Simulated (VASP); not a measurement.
# Pt (Im-3m) in VASP: a series of runs, part 3 of 3

VASP 6.6.1. The steps go on from the part before.

## (6) Relaxation of cell and atoms, PBE, target pressure 30 GPa, at which the enthalpy is minimised

This run uses another cell than the first one, of 15.04 Å³/atom.

File INCAR:

```
PREC = Accurate ; ENCUT = 500
EDIFF = 1E-7 ; ISMEAR = 0
SIGMA = 0.05 ; LREAL = False
LASPH = True ; NELM = 120
ALGO = Normal ; ISIF = 3
LWAVE = False ; LCHARG = False
GGA = PE ; IBRION = 2
NSW = 80 ; EDIFFG = -0.01
PSTRESS = 300.0 ; GGA_COMPAT = False
NELMIN = 4
```

File KPOINTS:

```
regular mesh
0
Gamma
  11 11 11
```

File POSCAR:

```
Pt
1.0
   -1.5550000000      1.5550000000      1.5550000000
    1.5550000000     -1.5550000000      1.5550000000
    1.5550000000      1.5550000000     -1.5550000000
Pt
1
Direct
    0.0000000000      0.0000000000      0.0000000000
```

Potentials or basis: VASP PAW PBE potentials, release 64 (Pt).

Run with:

```console
$ cat potpaw_PBE.64/Pt/POTCAR > POTCAR
$ mpirun -np 1 vasp_std > vasp.out
```

OUTCAR:

```text
PREC = Accurate
   ENCUT = 500
   EDIFF = 1E-7
   ISMEAR = 0
   LREAL = False
   LASPH = True
   NELM = 120
   ISIF = 3
   GGA = PE
   IBRION = 2
   NSW = 80
   EDIFFG = -0.01
   PSTRESS = 300.0
   NELMIN = 4

 ion  position               nearest neighbor table
   1  0.000  0.000  0.000-

  LATTYP: Found a body centered cubic cell.
 ALAT       =     3.1100000000

  Lattice vectors:

 A1 = (  -1.5550000000,   1.5550000000,   1.5550000000)
 A2 = (   1.5550000000,  -1.5550000000,   1.5550000000)
 A3 = (   1.5550000000,   1.5550000000,  -1.5550000000)

Analysis of symmetry for initial positions (statically):
=====================================================================
 Subroutine PRICEL returns:
 Original cell was already a primitive cell.

 Routine SETGRP: Setting up the symmetry group for a
 body centered cubic supercell.

 Subroutine GETGRP returns: Found 48 space group operations
 (whereof 48 operations were pure point group operations)
 out of a pool of 48 trial point group operations.

The static configuration has the point symmetry O_h .

Analysis of symmetry for dynamics (positions and initial velocities):
=====================================================================
 Subroutine PRICEL returns:
 Original cell was already a primitive cell.

 Routine SETGRP: Setting up the symmetry group for a
 body centered cubic supercell.

 Subroutine GETGRP returns: Found 48 space group operations
 (whereof 48 operations were pure point group operations)
 out of a pool of 48 trial point group operations.

The dynamic configuration has the point symmetry O_h .

 Subroutine INISYM returns: Found 48 space group operations
 (whereof 48 operations are pure point group operations),
 and found     1 'primitive' translations

----------------------------------------------------------------------------------------

                                     Primitive cell

  volume of cell :      15.0401

  direct lattice vectors                    reciprocal lattice vectors
    -1.555000000  1.555000000  1.555000000     0.000000000  0.321543408  0.321543408
     1.555000000 -1.555000000  1.555000000     0.321543408  0.000000000  0.321543408
     1.555000000  1.555000000 -1.555000000     0.321543408  0.321543408  0.000000000

  length of vectors
     2.693339006  2.693339006  2.693339006     0.454731049  0.454731049  0.454731049

  position of ions in fractional coordinates (direct lattice)
     0.000000000  0.000000000  0.000000000

  ion indices of the primitive-cell ions
   primitive index   ion index
                 1           1

----------------------------------------------------------------------------------------

 KPOINTS: regular mesh

Automatic generation of k-mesh.
 Grid dimensions read from file:
 generate k-points for:   11   11   11

 Generating k-lattice:

  Cartesian coordinates                     Fractional coordinates (reciprocal lattice)
     0.000000000  0.029231219  0.029231219     0.090909091  0.000000000  0.000000000
     0.029231219  0.000000000  0.029231219     0.000000000  0.090909091  0.000000000
     0.029231219  0.029231219  0.000000000     0.000000000  0.000000000  0.090909091

  Length of vectors
     0.041339186  0.041339186  0.041339186

  Shift w.r.t. Gamma in fractional coordinates (k-lattice)
     0.000000000  0.000000000  0.000000000

 Subroutine IBZKPT returns following result:
 ===========================================

 Found     56 irreducible k-points:

 Following reciprocal coordinates:
            Coordinates               Weight
  0.000000  0.000000  0.000000      1.000000
  0.090909  0.000000  0.000000     12.000000
  0.181818  0.000000  0.000000     12.000000
  0.272727  0.000000  0.000000     12.000000
  0.363636  0.000000  0.000000     12.000000
  0.454545  0.000000  0.000000     12.000000
[... 16 lines left out ...]
  0.272727  0.181818  0.090909     48.000000
  0.363636  0.181818  0.090909     24.000000
 [... further k-points ...]
   k-points           NKPTS =     56   k-points in BZ     NKDIM =     56   number of bands    NBANDS=      9
   number of dos      NEDOS =    301   number of ions     NIONS =      1
   total plane-waves  NPLWV =   8000
   dimension x,y,z NGX =    20 NGY =   20 NGZ =   20
   dimension x,y,z NGXF=    40 NGYF=   40 NGZF=   40
   ions per type =               1
   NGX,Y,Z   is equivalent  to a cutoff of  12.34, 12.34, 12.34 a.u.
   NGXF,Y,Z  is equivalent  to a cutoff of  24.69, 24.69, 24.69 a.u.
 SYSTEM =  unknown system
   PREC   = accura    normal or accurate (medium, high low for compatibility)
   ISTART =      0    job   : 0-new  1-cont  2-samecut
   ICHARG =      2    charge: 1-file 2-atom 10-const
   ISPIN  =      1    spin polarized calculation?
   LNONCOLLINEAR =      F non collinear calculations
   LSORBIT =      F    spin-orbit coupling
   LASPH  =      T    aspherical Exc in radial PAW
   ENCUT  =  500.0 eV  36.75 Ry    6.06 a.u.   4.91  4.91  4.91*2*pi/ulx,y,z
   NELM   =    120;   NELMIN=  4; NELMDL= -5     # of ELM steps
   EDIFF  = 0.1E-06   stopping-criterion for ELM
   LREAL  =      F    real-space projection
   EDIFFG = -.1E-01   stopping-criterion for IOM
   NSW    =     80    number of steps for IOM
   IBRION =      2    ionic relax: 0-MD 1-quasi-New 2-CG
   NFREE  =      1    steps in history (QN), initial steepest desc. (CG)
   ISIF   =      3    stress and relaxation
   ISYM   =      2    0-nonsym 1-usesym 2-fastsym
   POTIM  = 0.5000    time-step for ionic-motion
   TEBEG  =    0.0;   TEEND  =   0.0 temperature during run
   PSTRESS=  300.0 pullay stress
   NELECT =      10.0000    total number of electrons
   NUPDOWN=      -1.0000    fix difference up-down
   EMIN   =  10.00;   EMAX   =-10.00  energy-range for DOS
   EFERMI =   0.00;   METHOD = LEGACY
   ISMEAR =     0;   SIGMA  =   0.05  broadening in eV -4-tet -1-fermi 0-gaus
   EFERMI_NEDOS =   21; number of points for ismear=-14 and -15
   IALGO  =     38    algorithm
   IMIX   =      4    mixing-type and parameters
     AMIX     =   0.40;   BMIX     =  1.00
     AMIX_MAG =   1.60;   BMIX_MAG =  1.00
  volume/ion in A,a.u.               =      15.04       101.50
  Fermi-wavevector in a.u.,A,eV,Ry     =   1.428865  2.700163 27.778394  2.041654
  Thomas-Fermi vector in A             =   2.548880
   LORBIT       =      0    0 simple, 1 ext, 2 COOP (PROOUT), +10 PAW based schemes
   GGA     = PE    functional components
   LHFCALC =     F    Hartree Fock is set to
   AEXX    =    0.0000 exact exchange contribution
   IVDW    =     0    specifies the selected vdW correction
   LEPSILON=     F    determine dielectric tensor
   LRPA    =     F    only Hartree local field effects (RPA)
 conjugate gradient relaxation of ions
 non-spin polarized calculation
 Gauss-broadening in eV      SIGMA  =   0.05
  energy-cutoff  :      500.00
  volume of cell :       15.04
 maximum number of plane-waves:       392
   NGX =  9   NGY =  9   NGZ =  9

--------------------------------------- Ionic step        1  -------------------------------------------

 number of electron      10.0000000 magnetization

 number of electron       9.9999999 magnetization

 Free energy of the ion-electron system (eV)
  ---------------------------------------------------
  ext. energy  EPLUGINS =         0.00000000
  ---------------------------------------------------
  free energy    TOTEN  =        -5.94493829 eV

  energy without entropy =       -5.94247658  energy(sigma->0) =       -5.94370744

------------------------ aborting loop because EDIFF is reached ----------------------------------------

  FORCE on cell =-STRESS in cart. coord.  units (eV):
  Direction    XX          YY          ZZ          XY          YZ          ZX
  --------------------------------------------------------------------------------------
  -------------------------------------------------------------------------------------
  Total        1.2752345      1.2752345      1.2752345      0.0000000      0.0000000     -0.0000000
  in kB      135.8468153    135.8468153    135.8468153      0.0000000      0.0000000     -0.0000000
  external PRESSURE =    -164.1531847 kB  Pullay stress =     300.0000000 kB
[... 135 lines left out ...]
--------------------------------------- Ionic step        5  -------------------------------------------

 number of electron      10.0000002 magnetization

 Free energy of the ion-electron system (eV)
  ---------------------------------------------------
  ext. energy  EPLUGINS =         0.00000000
  ---------------------------------------------------
  free energy    TOTEN  =        -5.85301161 eV

  energy without entropy =       -5.85105829  energy(sigma->0) =       -5.85203495

 E-fermi :  11.9151     XC(G=0): -13.7841

 val. band max:       11.8857936321   @ k =   0.4545   0.0909   0.0000
 cond. band min:      11.9220898454   @ k =  -0.3636   0.3636   0.0909
 fundamental gap:      0.0362962133
 Fermi energy:        11.9151076142

 k-point     1 :       0.0000    0.0000    0.0000
  band No.  band energies     occupation
      1       1.4717      2.00000
      2       7.9601      2.00000
      3       7.9601      2.00000
      4       7.9601      2.00000
      5      10.8164      2.00000
      6      10.8164      2.00000
      7      29.0304      0.00000
      8      29.0304      0.00000
      9      29.0304      0.00000
[... 265 lines left out ...]
 k-point    24 :       0.3636    0.1818    0.0909
  band No.  band energies     occupation
      1       5.7252      2.00000
      2       6.5085      2.00000
      3       8.7013      2.00000
      4      10.9678      2.00000
      5      11.2976      2.00000
      6      17.7847      0.00000
      7      18.1060      0.00000
      8      23.7913      0.00000
      9      26.0942      0.00000

 [... further k-points ...]
[... 5 lines left out ...]
  --------------------------------------------------------------------------------------
  -------------------------------------------------------------------------------------
  Total        2.6879739      2.6879739      2.6879739      0.0000000      0.0000000      0.0000000
  in kB      300.0749366    300.0749366    300.0749366      0.0000000      0.0000000      0.0000000
  external PRESSURE =       0.0749366 kB  Pullay stress =     300.0000000 kB
[... 20 lines left out ...]
  energy  without entropy=       -5.8510582915  energy(sigma->0) =       -5.85203495

  enthalpy is  TOTEN    =        -3.1657089659 eV   P V=        2.6873026482

 reached required accuracy - stopping structural energy minimisation
```

CONTCAR:

```text
Pt
   1.00000000000000
    -1.5309064006495858    1.5309064006495858    1.5309064006495858
     1.5309064006495858   -1.5309064006495858    1.5309064006495858
     1.5309064006495858    1.5309064006495858   -1.5309064006495858
  Pt
     1
Direct
     0.0000000000000000    0.0000000000000000    0.0000000000000000

  0.00000000E+00  0.00000000E+00  0.00000000E+00
```

It took 12 s on 1 thread of Intel Xeon 6975P-C (Granite Rapids), shared host; peak memory 0.13 GiB.

What came out:

```yaml
Free_energy: -5.8530 eV
Relaxed_volume: 14.35 Å³/atom
Relaxed_cell: a = 2.652 Å, b = 2.652 Å, c = 2.652 Å, α = 109.47°, β = 109.47°, γ = 109.47°
Space_group_after_relaxing_to_0.1_Å: Im-3m (No. 229)
Energy_change_on_relaxing_the_run_minimises_the_enthalpy: +91.9 meV/atom
Ionic_steps: 5
Pressure_after_relaxing: 30.0 GPa
Band_gap_on_the_k_mesh: zero (bands 5 and 6 overlap by 2.40 eV)
```

The path:
| step | energy change (eV) | largest force (eV/Å) | pressure (GPa) | volume (Å³) |
| --- | --- | --- | --- | --- |
| 1 | 0.0000 | 0.0000 | 13.58 | 15.04 |
| 2 | 1.2610 | 0.0000 | 143.03 | 11.93 |
| 3 | 0.0820 | 0.0000 | 28.53 | 14.41 |
| 4 | 0.0893 | 0.0000 | 29.62 | 14.37 |
| 5 | 0.0919 | 0.0000 | 30.01 | 14.35 |

Final structure:
```xyz
1
Lattice="-1.5309 1.5309 1.5309 1.5309 -1.5309 1.5309 1.5309 1.5309 -1.5309" Properties=species:S:1:pos:R:3 pbc="T T T"
Pt    0.0000    0.0000    0.0000
```

Caveat: the cell is relaxed towards a set pressure, so the run minimises the enthalpy, not the energy; spin-orbit coupling is left out, which moves the levels of the heavy elements.

## (7) Relaxation of cell and atoms, PBE, target pressure 45 GPa, at which the enthalpy is minimised

This run uses another cell than the first one, of 15.04 Å³/atom.

File INCAR:

```
SYSTEM = Pt
  PREC = Accurate
  ENCUT = 500
  EDIFF = 1E-7
  ISMEAR = 0
  SIGMA = 0.05
  LREAL = .FALSE.
  LASPH = .TRUE.
  NELM = 120
  ALGO = Normal
  ISIF = 3
  LWAVE = .FALSE.
  LCHARG = .FALSE.
  GGA = PE
  IBRION = 2
  NSW = 80
  EDIFFG = -0.01
  PSTRESS = 450.0
  GGA_COMPAT = .FALSE.
  NELMIN = 4
```

File KPOINTS:

```
Automatic mesh
0
G
  11 11 11
  0 0 0
```

POSCAR is that of step 6.

Potentials or basis: VASP PAW PBE potentials, release 64 (Pt).

Run with:

```console
$ cat potpaw_PBE.64/Pt/POTCAR > POTCAR
$ mpirun -np 1 vasp_std > vasp.out
```

OUTCAR:

```text
SYSTEM = Pt
   PREC = Accurate
   ENCUT = 500
   EDIFF = 1E-7
   ISMEAR = 0
   LREAL = .FALSE.
   LASPH = .TRUE.
   NELM = 120
   ISIF = 3
   GGA = PE
   IBRION = 2
   NSW = 80
   EDIFFG = -0.01
   PSTRESS = 450.0
   NELMIN = 4

 ion  position               nearest neighbor table
   1  0.000  0.000  0.000-

  LATTYP: Found a body centered cubic cell.
 ALAT       =     3.1100000000

  Lattice vectors:

 A1 = (  -1.5550000000,   1.5550000000,   1.5550000000)
 A2 = (   1.5550000000,  -1.5550000000,   1.5550000000)
 A3 = (   1.5550000000,   1.5550000000,  -1.5550000000)

Analysis of symmetry for initial positions (statically):
=====================================================================
 Subroutine PRICEL returns:
 Original cell was already a primitive cell.
[... 325 lines left out ...]
  free energy    TOTEN  =        -5.73773594 eV

  energy without entropy =       -5.73614114  energy(sigma->0) =       -5.73693854

 E-fermi :  12.6169     XC(G=0): -13.9981

 val. band max:       12.5758553276   @ k =  -0.3636  -0.4545   0.1818
 cond. band min:      12.6308054259   @ k =  -0.3636   0.3636   0.0909
 fundamental gap:      0.0549500982
 Fermi energy:        12.6168548868

 k-point     1 :       0.0000    0.0000    0.0000
  band No.  band energies     occupation
      1       1.7803      2.00000
      2       8.4448      2.00000
      3       8.4448      2.00000
      4       8.4448      2.00000
      5      11.4506      2.00000
      6      11.4506      2.00000
      7      29.6853      0.00000
      8      29.6853      0.00000
      9      29.6853      0.00000
[... 265 lines left out ...]
 k-point    24 :       0.3636    0.1818    0.0909
  band No.  band energies     occupation
      1       6.1006      2.00000
      2       6.9140      2.00000
      3       9.2207      2.00000
      4      11.6218      2.00000
      5      11.9738      2.00000
      6      18.6645      0.00000
      7      19.0583      0.00000
      8      24.7501      0.00000
      9      27.0263      0.00000

 [... further k-points ...]
[... 5 lines left out ...]
  --------------------------------------------------------------------------------------
  -------------------------------------------------------------------------------------
  Total        3.8929022      3.8929022      3.8929022      0.0000000     -0.0000000     -0.0000000
  in kB      450.1392219    450.1392219    450.1392219      0.0000000     -0.0000000     -0.0000000
  external PRESSURE =       0.1392219 kB  Pullay stress =     450.0000000 kB
[... 20 lines left out ...]
  energy  without entropy=       -5.7361411382  energy(sigma->0) =       -5.73693854

  enthalpy is  TOTEN    =        -1.8460377770 eV   P V=        3.8916981617

 reached required accuracy - stopping structural energy minimisation
```

Wall time 13 s (1 thread of Intel Xeon 6975P-C (Granite Rapids), shared host); peak memory 0.14 GiB.

Results:

```yaml
Free_energy: -5.7377 eV
Relaxed_volume: 13.86 Å³/atom
Relaxed_cell: a = 2.621 Å, b = 2.621 Å, c = 2.621 Å, α = 109.47°, β = 109.47°, γ = 109.47°
Space_group_after_relaxing_to_0.1_Å: Im-3m (No. 229)
Energy_change_on_relaxing_the_run_minimises_the_enthalpy: +207.2 meV/atom
Ionic_steps: 5
Pressure_after_relaxing: 45.0 GPa
Band_gap_on_the_k_mesh: zero (bands 5 and 6 overlap by 2.56 eV)
```

The path:
```tsv
step	energy change (eV)	largest force (eV/Å)	pressure (GPa)	volume (Å³)
1	0.0000	0.0000	13.58	15.04
2	5.4347	0.0000	461.18	9.49
3	0.1570	0.0000	38.85	14.05
4	0.1849	0.0000	42.34	13.94
5	0.2072	0.0000	45.01	13.86
```

Final structure:
```
Pt
1.0
    -1.51307    1.51307    1.51307
     1.51307   -1.51307    1.51307
     1.51307    1.51307   -1.51307
Pt
1
Direct
  0.00000 0.00000 0.00000
```

Caveat: the cell is relaxed towards a set pressure, so the run minimises the enthalpy, not the energy; spin-orbit coupling is left out, which moves the levels of the heavy elements.

## (8) Overview

```tsv
task	cell	gap on the mesh (eV)	pressure (GPa)
single point	a = 2.691 Å, angles 109.5°, 1 atom	none	14.5
single point	a = 2.740 Å, angles 109.5°, 1 atom	none	-0.4
relaxation of cell and atoms	relaxed from a = 2.693 Å, angles 109.5°, 1 atom	none	-0.1
relaxation of cell and atoms	relaxed to 15 GPa from a = 2.693 Å, angles 109.5°, 1 atom	none	15.0
relaxation of cell and atoms	relaxed to 30 GPa from a = 2.693 Å, angles 109.5°, 1 atom	none	30.0
relaxation of cell and atoms	relaxed to 45 GPa from a = 2.693 Å, angles 109.5°, 1 atom	none	45.0
```

Alike in all rows: level PBE; potentials or basis VASP PAW PBE potentials, release 64 (Pt); no spin polarisation; k mesh 11 × 11 × 11; cutoff (eV) 500; smearing gaussian 0.05 eV.

Caveats: spin-orbit coupling is left out, which moves the levels of the heavy elements; the cell is relaxed towards a set pressure, so the run minimises the enthalpy, not the energy (at least some runs); the cell stands under pressure (at least some runs).

Total energies depend on the potentials used, so only differences within one code and one set of settings carry meaning.
